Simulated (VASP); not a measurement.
# AlN (F-43m) in VASP: notebook

Runs on AlN. Level: PBEsol. Tasks: elastic constants, vibrations by perturbation theory.

Everything below comes from runs of VASP 6.6.1. Logs are shortened: lines on timing, memory, paths and dates and some standing lists are left out, and cuts for length are marked.

## Step 1: The cell of the first run

It takes space group F-43m (No. 216, cubic). Conventional cell: a = 4.330 Å, b = 4.330 Å, c = 4.330 Å, α = 90.00°, β = 90.00°, γ = 90.00°. Al (site symmetry -43m) has 4 N at 1.87 Å within 2.5 Å. Within 2.5 Å of N (site symmetry -43m) lie 4 Al at 1.87 Å.

## Step 2: Elastic constants, PBEsol

File INCAR:

```
ALGO     = Normal         # electronic algorithm
EDIFF    = 1E-8           # SCF threshold, eV
ENCUT    = 600            # plane-wave cutoff, eV
GGA      = PS             # functional
IBRION   = 6              # ionic algorithm
ISIF     = 3              # what is computed and relaxed
ISMEAR   = 0              # smearing method
LASPH    = T              # aspherical terms in the spheres
LCHARG   = T              # write CHGCAR
LREAL    = F              # projectors in reciprocal space
LWAVE    = F              # write WAVECAR
NELM     = 60             # most SCF steps
NFREE    = 2            
NSW      = 1              # ionic steps
POTIM    = 0.015          # step
PREC     = Accurate       # precision mode
SIGMA    = 0.01           # smearing width, eV
```

File KPOINTS:

```
k-points
0
Gamma
  10 10 10
```

File POSCAR:

```
AlN
1.0
    0.0000000000      2.1650432532      2.1650432532
    2.1650432532      0.0000000000      2.1650432532
    2.1650432532      2.1650432532      0.0000000000
Al N
1 1
Direct
    0.0000000000      0.0000000000      0.0000000000
    0.7500000000      0.7500000000      0.7500000000
```

Potentials or basis: VASP PAW PBE potentials, release 64 (Al, N).

Command:

```sh
$ cat potpaw_PBE.64/Al/POTCAR potpaw_PBE.64/N/POTCAR > POTCAR
$ mpirun -np 1 vasp_std > vasp.out
```

OUTCAR:

```text
EDIFF = 1E-8
   ENCUT = 600
   GGA = PS
   IBRION = 6
   ISIF = 3
   ISMEAR = 0
   LASPH = T
   LREAL = F
   NELM = 60
   NFREE = 2
   NSW = 1
   POTIM = 0.015
   PREC = Accurate

 ion  position               nearest neighbor table
   1  0.000  0.000  0.000-   2 1.87   2 1.87   2 1.87   2 1.87
   2  0.750  0.750  0.750-   1 1.87   1 1.87   1 1.87   1 1.87

  LATTYP: Found a face centered cubic cell.
 ALAT       =     4.3300865064

  Lattice vectors:

 A1 = (   0.0000000000,   2.1650432532,   2.1650432532)
 A2 = (   2.1650432532,   0.0000000000,   2.1650432532)
 A3 = (   2.1650432532,   2.1650432532,   0.0000000000)

Analysis of symmetry for initial positions (statically):
=====================================================================
 Subroutine PRICEL returns:
 Original cell was already a primitive cell.

 Routine SETGRP: Setting up the symmetry group for a
 face centered cubic supercell.

 Subroutine GETGRP returns: Found 24 space group operations
 (whereof 24 operations were pure point group operations)
 out of a pool of 48 trial point group operations.

The static configuration has the point symmetry T_d .

Analysis of symmetry for dynamics (positions and initial velocities):
=====================================================================
 Subroutine PRICEL returns:
 Original cell was already a primitive cell.

 Routine SETGRP: Setting up the symmetry group for a
 face centered cubic supercell.

 Subroutine GETGRP returns: Found 24 space group operations
 (whereof 24 operations were pure point group operations)
 out of a pool of 48 trial point group operations.

The dynamic configuration has the point symmetry T_d .

 Subroutine INISYM returns: Found 24 space group operations
 (whereof 24 operations are pure point group operations),
 and found     1 'primitive' translations

----------------------------------------------------------------------------------------

                                     Primitive cell

  volume of cell :      20.2969

  direct lattice vectors                    reciprocal lattice vectors
     0.000000000  2.165043253  2.165043253    -0.230942268  0.230942268  0.230942268
     2.165043253  0.000000000  2.165043253     0.230942268 -0.230942268  0.230942268
     2.165043253  2.165043253  0.000000000     0.230942268  0.230942268 -0.230942268

  length of vectors
     3.061833532  3.061833532  3.061833532     0.400003742  0.400003742  0.400003742

  position of ions in fractional coordinates (direct lattice)
     0.000000000  0.000000000  0.000000000
     0.750000000  0.750000000  0.750000000

  ion indices of the primitive-cell ions
   primitive index   ion index
                 1           1
                 2           2

----------------------------------------------------------------------------------------

 KPOINTS: k-points

Automatic generation of k-mesh.
 Grid dimensions read from file:
 generate k-points for:   10   10   10

 Generating k-lattice:

  Cartesian coordinates                     Fractional coordinates (reciprocal lattice)
    -0.023094227  0.023094227  0.023094227     0.100000000  0.000000000  0.000000000
     0.023094227 -0.023094227  0.023094227     0.000000000  0.100000000  0.000000000
[... 102 lines left out ...]
  ---------------------------------------------------
  ext. energy  EPLUGINS =         0.00000000
  ---------------------------------------------------
  free energy    TOTEN  =       -15.59822941 eV

  energy without entropy =      -15.59822941  energy(sigma->0) =      -15.59822941

------------------------ aborting loop because EDIFF is reached ----------------------------------------

  FORCE on cell =-STRESS in cart. coord.  units (eV):
  Direction    XX          YY          ZZ          XY          YZ          ZX
  --------------------------------------------------------------------------------------
  -------------------------------------------------------------------------------------
  Total        0.8749786      0.8749786      0.8749786      0.0000000      0.0000000     -0.0000000
  in kB       69.0682226     69.0682226     69.0682226      0.0000000      0.0000000     -0.0000000
  external PRESSURE =      69.0682226 kB  Pullay stress =       0.0000000 kB
[... 89 lines left out ...]
  FREE ENERGIE OF THE ION-ELECTRON SYSTEM (eV)
  ---------------------------------------------------
  free  energy   TOTEN  =       -15.5806623462 eV

  energy  without entropy=      -15.5806623462  energy(sigma->0) =      -15.58066235

[... ionic steps 4 to 14 ...]

--------------------------------------- Ionic step       15  -------------------------------------------

 number of electron       7.9999999 magnetization

------------------------ aborting loop because EDIFF is reached ----------------------------------------
[... 67 lines left out ...]
--------------------------------------- Ionic step       17  -------------------------------------------

 number of electron       7.9999999 magnetization

 Free energy of the ion-electron system (eV)
  ---------------------------------------------------
  ext. energy  EPLUGINS =         0.00000000
  ---------------------------------------------------
  free energy    TOTEN  =       -15.59644926 eV

  energy without entropy =      -15.59644926  energy(sigma->0) =      -15.59644926

 E-fermi :   6.2335     XC(G=0): -11.2442

 val. band max:        6.1670478212   @ k =   0.0000   0.0000   0.0000
 cond. band min:       9.3260106976   @ k =   0.5000   0.5000   0.0000
 fundamental gap:      3.1589628764
 Fermi energy:         6.2335108254

 k-point     1 :       0.0000    0.0000    0.0000
  band No.  band energies     occupation
      1      -8.9856      2.00000
      2       6.0873      2.00000
      3       6.1276      2.00000
      4       6.1670      2.00000
      5      10.4922      0.00000
      6      18.8506      0.00000
      7      18.8552      0.00000
      8      18.8589      0.00000
[... 243 lines left out ...]
 k-point    24 :       0.4000    0.3000    0.0000
  band No.  band energies     occupation
      1      -6.8761      2.00000
      2       1.8989      2.00000
      3       4.3686      2.00000
      4       4.6901      2.00000
      5      10.9870      0.00000
      6      15.6999      0.00000
      7      18.6259      0.00000
      8      20.8940      0.00000

 [... further k-points ...]
[... 5 lines left out ...]
  --------------------------------------------------------------------------------------
  -------------------------------------------------------------------------------------
  Total        0.8745636      0.8809884      0.8809884      0.0000000     -0.1630125      0.0000000
  in kB       69.0354625     69.5426218     69.5426218      0.0000000    -12.8677245      0.0000000
  external PRESSURE =      69.3735687 kB  Pullay stress =       0.0000000 kB
[... 17 lines left out ...]
  FREE ENERGIE OF THE ION-ELECTRON SYSTEM (eV)
  ---------------------------------------------------
  free  energy   TOTEN  =       -15.5964492552 eV

  energy  without entropy=      -15.5964492552  energy(sigma->0) =      -15.59644926

 INTERNAL STRAIN TENSORS FROM STRAINED CELLS
 ============================================

 INTERNAL STRAIN TENSOR FOR ION    1 for displacements in x,y,z  (eV/Angst):
          X           Y           Z          XY          YZ          ZX
  --------------------------------------------------------------------------------
  x     0.00000    -0.00000    -0.00000     0.00000   -10.87596    -0.00000
  y    -0.00000    -0.00000    -0.00000     0.00000    -0.00000   -10.87334
  z    -0.00000    -0.00000    -0.00000   -10.87410    -0.00000     0.00000

 INTERNAL STRAIN TENSORS FROM DISPLACED ATOMS
 ============================================

 INTERNAL STRAIN TENSOR FOR ION    1 for displacements in x,y,z  (eV/Angst):
          X           Y           Z          XY          YZ          ZX
  --------------------------------------------------------------------------------
  x     0.00000     0.00000     0.00000     0.00000   -10.86867     0.00000
  y     0.00000     0.00000     0.00000     0.00000     0.00000   -10.86867
  z     0.00000     0.00000     0.00000   -10.86867     0.00000     0.00000

 INTERNAL STRAIN TENSOR FOR ION    2 for displacements in x,y,z  (eV/Angst):
          X           Y           Z          XY          YZ          ZX
  --------------------------------------------------------------------------------
  x    -0.00000     0.00000     0.00000     0.00000    10.86545     0.00000
  y     0.00000    -0.00000     0.00000     0.00000     0.00000    10.86545
  z     0.00000     0.00000    -0.00000    10.86545     0.00000     0.00000

 Eigenvectors and eigenvalues of the dynamical matrix
 ----------------------------------------------------

   1 f  =   20.482968 THz   128.698285 2PiTHz  683.238274 cm-1    84.710712 meV
             X         Y         Z           dx          dy          dz
      0.000000  0.000000  0.000000     0.230644    0.537090    0.000000
      3.247565  3.247565  3.247565    -0.320161   -0.745544    0.000000
[... 21 lines left out ...]
   6 f/i=    0.000522 THz     0.003283 2PiTHz    0.017426 cm-1     0.002161 meV
             X         Y         Z           dx          dy          dz
      0.000000  0.000000  0.000000     0.001041   -0.811378    0.001477
      3.247565  3.247565  3.247565     0.000750   -0.584517    0.001064

--------------------------------------------------------------------------------------------------------

 ELASTIC MODULI CONTR FROM IONIC RELAXATION (kBar)
 Direction    XX          YY          ZZ          XY          YZ          ZX
 --------------------------------------------------------------------------------
 XX          -0.0000      0.0000      0.0000     -0.0000      0.0000     -0.0000
 YY           0.0000     -0.0000      0.0000     -0.0000     -0.0000      0.0000
 ZZ           0.0000      0.0000     -0.0000      0.0000     -0.0000     -0.0000
 XY          -0.0000     -0.0000      0.0000   -589.1005      0.0000      0.0000
 YZ           0.0000     -0.0000     -0.0000      0.0000   -589.1005      0.0000
 ZX          -0.0000      0.0000     -0.0000      0.0000      0.0000   -589.1005
 --------------------------------------------------------------------------------

 TOTAL ELASTIC MODULI (kBar)
 Direction    XX          YY          ZZ          XY          YZ          ZX
 --------------------------------------------------------------------------------
 XX        3042.3772   1802.1087   1802.1087     -0.0000     -0.0000     -0.0000
 YY        1802.1087   3042.3772   1802.1087     -0.0000     -0.0000      0.0000
 ZZ        1802.1087   1802.1087   3042.3772     -0.0000     -0.0000      0.0000
 XY          -0.0000     -0.0000     -0.0000   1859.8853      0.0000      0.0000
 YZ          -0.0000     -0.0000     -0.0000      0.0000   1859.8853      0.0000
 ZX          -0.0000      0.0000      0.0000      0.0000      0.0000   1859.8853
 --------------------------------------------------------------------------------
```

Wall time 92 s (1 thread of Intel Xeon 6975P-C (Granite Rapids), shared host); peak memory 0.25 GiB.

What came out:

```yaml
Elastic_constants_C11_C12_C44: 304, 180, 186 GPa
Voigt_bulk_modulus: 222 GPa
Highest_phonon_frequency_at_Γ_LO-TO_splitting_left_out: 683 cm⁻¹
```

Phonon frequencies in cm⁻¹ (negative: imaginary):
```tsv
q point	frequencies
(0.000, 0.000, 0.000)	0 0 0 683 683 683
```

Elastic tensor in Voigt notation (GPa, in the Cartesian axes of the cell as first typed):
```
304 180 180   0   0   0
180 304 180   0   0   0
180 180 304   0   0   0
  0   0   0 186   0   0
  0   0   0   0 186   0
  0   0   0   0   0 186
```

Clamped-ion elastic tensor (GPa):
```
304 180 180   0   0   0
180 304 180   0   0   0
180 180 304   0   0   0
  0   0   0 245   0   0
  0   0   0   0 245   0
  0   0   0   0   0 245
```

Caveat: the cell is under stress, which shifts elastic constants; the PAW data sets were made with another functional, which shifts forces and pressure a little.

[end of part 1 of 2]
